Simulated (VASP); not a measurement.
# BaTlBr3 (Pm-3m) in VASP: notebook

The runs below take BaTlBr3 through single point, with PBE.

Everything below comes from runs of VASP 6.6.1. Logs are shortened: lines on timing, memory, paths and dates and some standing lists are left out, and cuts for length are marked.

### Step 1. The cell of the first run

Symmetry: Pm-3m, No. 221, cubic system. The conventional cell has a = 6.147 Å, b = 6.147 Å, c = 6.147 Å, α = 90.00°, β = 90.00°, γ = 90.00°. Within 5.7 Å of Tl (site symmetry m-3m) lie 12 Br at 4.35 Å and 8 Ba at 5.32 Å. Ba (site symmetry m-3m) has 6 Br at 3.07 Å within 4.0 Å. Within 4.0 Å of Br (site symmetry 4/mmm) lie 2 Ba at 3.07 Å.

### Step 2. Single point, PBE (46.46 Å³/atom)

File INCAR:

```
PREC = Accurate
ENCUT = 520
EDIFF = 1E-6
ISMEAR = 0
SIGMA = 0.01
LREAL = F
LASPH = T
NELM = 80
ALGO = Normal
ISIF = 2
LWAVE = F
LCHARG = F
GGA = PE
NBANDS = 30
```

File KPOINTS:

```
Automatic mesh
0
Gamma
  4 4 4
```

File POSCAR:

```
BaTlBr3
1.0
    6.1472256580      0.0000000000      0.0000000000
    0.0000000000      6.1472256580      0.0000000000
    0.0000000000      0.0000000000      6.1472256580
Tl Ba Br
1 1 3
Direct
    0.0000000000      0.0000000000      0.0000000000
    0.5000000000      0.5000000000      0.5000000000
    0.5000000000      0.5000000000      0.0000000000
    0.5000000000      0.0000000000      0.5000000000
    0.0000000000      0.5000000000      0.5000000000
```

Potentials or basis: VASP PAW PBE potentials, release 64 (Tl_d, Ba_sv, Br).

Command:

```
$ cat potpaw_PBE.64/Tl_d/POTCAR potpaw_PBE.64/Ba_sv/POTCAR potpaw_PBE.64/Br/POTCAR > POTCAR
$ mpirun -np 1 vasp_std > vasp.out
```

OUTCAR:

```text
PREC = Accurate
   ENCUT = 520
   EDIFF = 1E-6
   ISMEAR = 0
   LREAL = F
   LASPH = T
   NELM = 80
   ISIF = 2
   GGA = PE

 ion  position               nearest neighbor table
   1  0.000  0.000  0.000-
   2  0.500  0.500  0.500-   3 3.07   4 3.07   5 3.07   3 3.07   4 3.07   5 3.07
   3  0.500  0.500  0.000-   2 3.07   2 3.07
   4  0.500  0.000  0.500-   2 3.07   2 3.07
   5  0.000  0.500  0.500-   2 3.07   2 3.07

  LATTYP: Found a simple cubic cell.
 ALAT       =     6.1472256580

  Lattice vectors:

 A1 = (   6.1472256580,   0.0000000000,   0.0000000000)
 A2 = (   0.0000000000,   6.1472256580,   0.0000000000)
 A3 = (   0.0000000000,   0.0000000000,   6.1472256580)

Analysis of symmetry for initial positions (statically):
=====================================================================
 Subroutine PRICEL returns:
 Original cell was already a primitive cell.

 Routine SETGRP: Setting up the symmetry group for a
 simple cubic supercell.

 Subroutine GETGRP returns: Found 48 space group operations
 (whereof 48 operations were pure point group operations)
 out of a pool of 48 trial point group operations.

The static configuration has the point symmetry O_h .

Analysis of symmetry for dynamics (positions and initial velocities):
=====================================================================
 Subroutine PRICEL returns:
 Original cell was already a primitive cell.

 Routine SETGRP: Setting up the symmetry group for a
 simple cubic supercell.

 Subroutine GETGRP returns: Found 48 space group operations
 (whereof 48 operations were pure point group operations)
 out of a pool of 48 trial point group operations.

The dynamic configuration has the point symmetry O_h .

 Subroutine INISYM returns: Found 48 space group operations
 (whereof 48 operations are pure point group operations),
 and found     1 'primitive' translations

----------------------------------------------------------------------------------------

                                     Primitive cell

  volume of cell :     232.2937

  direct lattice vectors                    reciprocal lattice vectors
[... 73 lines left out ...]
   LNONCOLLINEAR =      F non collinear calculations
   LSORBIT =      F    spin-orbit coupling
   LASPH  =      T    aspherical Exc in radial PAW
   ENCUT  =  520.0 eV  38.22 Ry    6.18 a.u.  11.43 11.43 11.43*2*pi/ulx,y,z
   NELM   =     80;   NELMIN=  2; NELMDL= -5     # of ELM steps
   EDIFF  = 0.1E-05   stopping-criterion for ELM
   LREAL  =      F    real-space projection
   EDIFFG = 0.1E-04   stopping-criterion for IOM
   NSW    =      0    number of steps for IOM
   IBRION =     -1    ionic relax: 0-MD 1-quasi-New 2-CG
   NFREE  =      0    steps in history (QN), initial steepest desc. (CG)
   ISIF   =      2    stress and relaxation
   ISYM   =      2    0-nonsym 1-usesym 2-fastsym
   POTIM  = 0.5000    time-step for ionic-motion
   TEBEG  =    0.0;   TEEND  =   0.0 temperature during run
   PSTRESS=    0.0 pullay stress
   NELECT =      44.0000    total number of electrons
   NUPDOWN=      -1.0000    fix difference up-down
   EMIN   =  10.00;   EMAX   =-10.00  energy-range for DOS
   EFERMI =   0.00;   METHOD = LEGACY
   ISMEAR =     0;   SIGMA  =   0.01  broadening in eV -4-tet -1-fermi 0-gaus
   EFERMI_NEDOS =   21; number of points for ismear=-14 and -15
   IALGO  =     38    algorithm
   IMIX   =      4    mixing-type and parameters
     AMIX     =   0.40;   BMIX     =  1.00
     AMIX_MAG =   1.60;   BMIX_MAG =  1.00
  volume/ion in A,a.u.               =      46.46       313.52
  Fermi-wavevector in a.u.,A,eV,Ry     =   0.940185  1.776692 12.026836  0.883947
  Thomas-Fermi vector in A             =   2.067571
   LORBIT       =      0    0 simple, 1 ext, 2 COOP (PROOUT), +10 PAW based schemes
   GGA     = PE    functional components
   LHFCALC =     F    Hartree Fock is set to
   AEXX    =    0.0000 exact exchange contribution
   IVDW    =     0    specifies the selected vdW correction
   LEPSILON=     F    determine dielectric tensor
   LRPA    =     F    only Hartree local field effects (RPA)
 non-spin polarized calculation
 Gauss-broadening in eV      SIGMA  =   0.01
  energy-cutoff  :      520.00
  volume of cell :      232.29
 maximum number of plane-waves:      6302
 NGX is ok and might be reduce to    48
   NGX = 23   NGY = 23   NGZ = 23

 number of electron      44.0000006 magnetization

 Free energy of the ion-electron system (eV)
  ---------------------------------------------------
  ext. energy  EPLUGINS =         0.00000000
  ---------------------------------------------------
  free energy    TOTEN  =       -16.49110284 eV

  energy without entropy =      -16.49110284  energy(sigma->0) =      -16.49110284

 E-fermi :  -1.1408     XC(G=0):  -7.0124

 val. band max:       -1.1940780714   @ k =   0.5000   0.5000   0.5000
 cond. band min:       1.8303343152   @ k =   0.5000   0.0000   0.0000
 fundamental gap:      3.0244123866
 Fermi energy:        -1.1407591985

 k-point     1 :       0.0000    0.0000    0.0000
  band No.  band energies     occupation
      1     -26.3176      2.00000
      2     -13.7320      2.00000
      3     -13.6552      2.00000
      4     -13.6552      2.00000
      5     -11.8027      2.00000
      6     -11.8027      2.00000
[... 319 lines left out ...]
     29       6.1671      0.00000
     30       6.1671      0.00000

------------------------ aborting loop because EDIFF is reached ----------------------------------------

  FORCE on cell =-STRESS in cart. coord.  units (eV):
  Direction    XX          YY          ZZ          XY          YZ          ZX
  --------------------------------------------------------------------------------------
  -------------------------------------------------------------------------------------
  Total        1.9335167      1.9335167      1.9335167     -0.0000000     -0.0000000      0.0000000
  in kB       13.3358606     13.3358606     13.3358606     -0.0000000     -0.0000000      0.0000000
  external PRESSURE =      13.3358606 kB  Pullay stress =       0.0000000 kB

 VOLUME and BASIS-vectors are now :
 -----------------------------------------------------------------------------
  energy-cutoff  :      520.00
  volume of cell :      232.29
      direct lattice vectors                 reciprocal lattice vectors
     6.147225658  0.000000000  0.000000000     0.162675011  0.000000000  0.000000000
     0.000000000  6.147225658  0.000000000     0.000000000  0.162675011  0.000000000
     0.000000000  0.000000000  6.147225658     0.000000000  0.000000000  0.162675011

 POSITION                                       TOTAL-FORCE (eV/Angst)
 -----------------------------------------------------------------------------------
      0.00000      0.00000      0.00000         0.000000      0.000000      0.000000
      3.07361      3.07361      3.07361         0.000000      0.000000      0.000000
      3.07361      3.07361      0.00000         0.000000      0.000000      0.000000
      3.07361      0.00000      3.07361         0.000000      0.000000      0.000000
      0.00000      3.07361      3.07361         0.000000      0.000000      0.000000
 -----------------------------------------------------------------------------------
    total drift:                                0.000000     -0.000000     -0.000000

  FREE ENERGIE OF THE ION-ELECTRON SYSTEM (eV)
  ---------------------------------------------------
  free  energy   TOTEN  =       -16.4911028371 eV

  energy  without entropy=      -16.4911028371  energy(sigma->0) =      -16.49110284
```

OSZICAR:

```text
N       E                     dE             d eps       ncg     rms          rms(c)
DAV:   1     0.312893062254E+03    0.31289E+03   -0.18740E+04   600   0.121E+03
DAV:   2     0.973714106988E+01   -0.30316E+03   -0.29518E+03   870   0.240E+02
DAV:   3    -0.172947166831E+02   -0.27032E+02   -0.26916E+02   760   0.723E+01
DAV:   4    -0.179988172861E+02   -0.70410E+00   -0.70302E+00   924   0.106E+01
DAV:   5    -0.180088481363E+02   -0.10031E-01   -0.10030E-01   742   0.109E+00    0.536E+00
DAV:   6    -0.169873669044E+02    0.10215E+01   -0.11403E+00   680   0.393E+00    0.343E+00
DAV:   7    -0.165402439364E+02    0.44712E+00   -0.12156E+00   712   0.350E+00    0.126E+00
DAV:   8    -0.164928460067E+02    0.47398E-01   -0.18273E-01   730   0.187E+00    0.353E-01
DAV:   9    -0.164894571171E+02    0.33889E-02   -0.30205E-02   772   0.684E-01    0.237E-01
DAV:  10    -0.164907560279E+02   -0.12989E-02   -0.24248E-03   728   0.218E-01    0.100E-01
DAV:  11    -0.164910600504E+02   -0.30402E-03   -0.11545E-03   690   0.167E-01    0.141E-02
DAV:  12    -0.164910905684E+02   -0.30518E-04   -0.80906E-05   762   0.343E-02    0.108E-02
DAV:  13    -0.164910995221E+02   -0.89537E-05   -0.64378E-06   644   0.118E-02    0.337E-03
DAV:  14    -0.164911028169E+02   -0.32948E-05   -0.34780E-06   622   0.913E-03    0.895E-04
DAV:  15    -0.164911028371E+02   -0.20171E-07   -0.11537E-07   446   0.184E-03
   1 F= -.16491103E+02 E0= -.16491103E+02  d E =-.208289E-15
```

Run time: 32 s. Hardware: 1 thread of Intel Xeon 6975P-C (Granite Rapids), shared host; peak memory 0.35 GiB.

What came out:

```yaml
Free_energy: -16.4911 eV
Pressure: 1.3 GPa
Band_gap_on_the_k_mesh: 3.02 eV (least direct gap 3.15 eV)
```

Caveat: spin-orbit coupling is left out, which moves the levels of the heavy elements. A k mesh can miss the band edges.

### Step 3. Single point, PBE (47.94 Å³/atom)

This run uses another cell than the first one, of 47.94 Å³/atom.

File INCAR:

```
SYSTEM = BaTlBr3
PREC = Accurate ; ENCUT = 520
EDIFF = 1E-6 ; ISMEAR = 0
SIGMA = 0.01 ; LREAL = .False.
LASPH = .True. ; NELM = 100
ALGO = Normal ; ISIF = 2
LWAVE = .False. ; LCHARG = .True.
GGA = PE ; LELF = .True.
LVHAR = .True. ; NBANDS = 30
```

File KPOINTS:

```
Automatic mesh
0
Gamma
  4 4 4
  0 0 0
```

Changes to POSCAR since step 2:

```diff
@@ -2,5 +2,5 @@
 1.0
-    6.1472256580      0.0000000000      0.0000000000
-    0.0000000000      6.1472256580      0.0000000000
-    0.0000000000      0.0000000000      6.1472256580
+    6.2119380520      0.0000000000      0.0000000000
+    0.0000000000      6.2119380520      0.0000000000
+    0.0000000000      0.0000000000      6.2119380520
 Tl Ba Br
```

Potentials or basis: VASP PAW PBE potentials, release 64 (Tl_d, Ba_sv, Br).

Command:

```
$ cat potpaw_PBE.64/Tl_d/POTCAR potpaw_PBE.64/Ba_sv/POTCAR potpaw_PBE.64/Br/POTCAR > POTCAR
$ mpirun -np 1 vasp_std > vasp.out
```

Run time: 33 s. Hardware: 1 thread of Intel Xeon 6975P-C (Granite Rapids), shared host; peak memory 0.35 GiB.

Results (log left out):

| Item | Value |
| --- | --- |
| Free energy | -16.5390 eV |
| Pressure | 0.7 GPa |
| Band gap on the k mesh | 2.99 eV (least direct gap 3.15 eV) |

Levels at points of the mesh, in eV from the valence-band top:
```csv
k point,band 20,band 21,band 22,band 23,band 24,band 25
"(0.00, 0.00, 0.00)",-0.13,-0.13,-0.13,4.04,4.04,4.04
"(0.50, 0.00, 0.00)",-0.43,-0.16,-0.16,2.99,3.77,3.77
"(0.50, 0.50, 0.00)",-0.59,-0.30,0.00,3.53,3.53,3.53
"(0.50, 0.50, 0.50)",0.00,0.00,0.00,3.94,3.94,3.94
```

Caveat: spin-orbit coupling is left out, which moves the levels of the heavy elements. A k mesh can miss the band edges.

### Step 4. Single point, PBE

This run uses another cell than the first one, of 48.35 Å³/atom.

File INCAR:

```
ALGO = Normal
EDIFF = 1E-6
ENCUT = 520
GGA = PE
ISIF = 2
ISMEAR = 0
LASPH = True
LCHARG = True
LELF = True
LREAL = False
LVHAR = True
LWAVE = False
NBANDS = 30
NELM = 100
PREC = Accurate
SIGMA = 0.01
```

File KPOINTS:

```
k-points
0
Gamma
  4 4 4
```

Changes to POSCAR since step 3:

```diff
@@ -2,5 +2,5 @@
 1.0
-    6.2119380520      0.0000000000      0.0000000000
-    0.0000000000      6.2119380520      0.0000000000
-    0.0000000000      0.0000000000      6.2119380520
+    6.2293863475      0.0000000000      0.0000000000
+    0.0000000000      6.2293863475      0.0000000000
+    0.0000000000      0.0000000000      6.2293863475
 Tl Ba Br
```

Command:

```
$ cat potpaw_PBE.64/Tl_d/POTCAR potpaw_PBE.64/Ba_sv/POTCAR potpaw_PBE.64/Br/POTCAR > POTCAR
$ mpirun -np 1 vasp_std > vasp.out
```

It took 33 s on 1 thread of Intel Xeon 6975P-C (Granite Rapids), shared host; peak memory 0.35 GiB.

Results (log left out):

| Quantity | Value |
| --- | --- |
| Free energy | -16.5474 eV |
| Pressure | 0.6 GPa |
| Band gap on the k mesh | 2.98 eV (least direct gap 3.15 eV) |

Levels at points of the mesh, in eV from the valence-band top:
```csv
k point,band 20,band 21,band 22,band 23,band 24,band 25
"(0.00, 0.00, 0.00)",-0.14,-0.14,-0.14,4.02,4.02,4.02
"(0.50, 0.00, 0.00)",-0.42,-0.17,-0.17,2.98,3.75,3.75
"(0.50, 0.50, 0.00)",-0.58,-0.31,0.00,3.51,3.51,3.51
"(0.50, 0.50, 0.50)",0.00,0.00,0.00,3.91,3.91,3.91
```

Caveat: spin-orbit coupling is left out, which moves the levels of the heavy elements. A k mesh can miss the band edges.

### Step 5. Overview

| cell | gap on the mesh (eV) | pressure (GPa) |
| --- | --- | --- |
| a = 6.147 Å, 5 atoms | 3.02 | 1.3 |
| a = 6.212 Å, 5 atoms | 2.99 | 0.7 |
| a = 6.229 Å, 5 atoms | 2.98 | 0.6 |

Alike in all rows: task single point; level PBE; potentials or basis VASP PAW PBE potentials, release 64 (Tl_d, Ba_sv, Br); no spin polarisation; k mesh 4 × 4 × 4; cutoff (eV) 520; smearing gaussian 0.01 eV.

Caveats: spin-orbit coupling is left out, which moves the levels of the heavy elements.

Total energies depend on the potentials used, so only differences within one code and one set of settings carry meaning.
